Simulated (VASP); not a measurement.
The system is Co.

```xyz
2
Lattice="2.4933 0.0000 0.0000 -1.2466 2.1592 0.0000 0.0000 0.0000 4.0324" Properties=species:S:1:pos:R:3 pbc="T T T"
Co    1.2466    0.7197    1.0081
Co    0.0000    1.4395    3.0243
```

Base run:

- Program: VASP 6.6.1
- Functional: PBE
- Potentials or basis: VASP PAW PBE potentials, release 64 (Co)
- Cutoff: 520 eV
- k mesh: 24 × 24 × 12
- Occupations: gaussian, width 0.15 eV
- Spin: collinear spin, ferromagnetic start
- Starting moments: [0.275, 0.275] μB
- Fixed moment: 0.55 μB

Its results: pressure -11.2 GPa; site moments Co +0.28 μB.

Task: The run is repeated on the same cell with these changes: fixed moment from 0.55 μB to 2.75 μB; moments at the start from [0.28, 0.28] to [1.38, 1.38]. What comes out?

Result: Pressure -3.8 GPa; site moments Co +1.40 μB.

Caveats: the cell stands under tension; the total moment is fixed, so each spin has its own Fermi level.
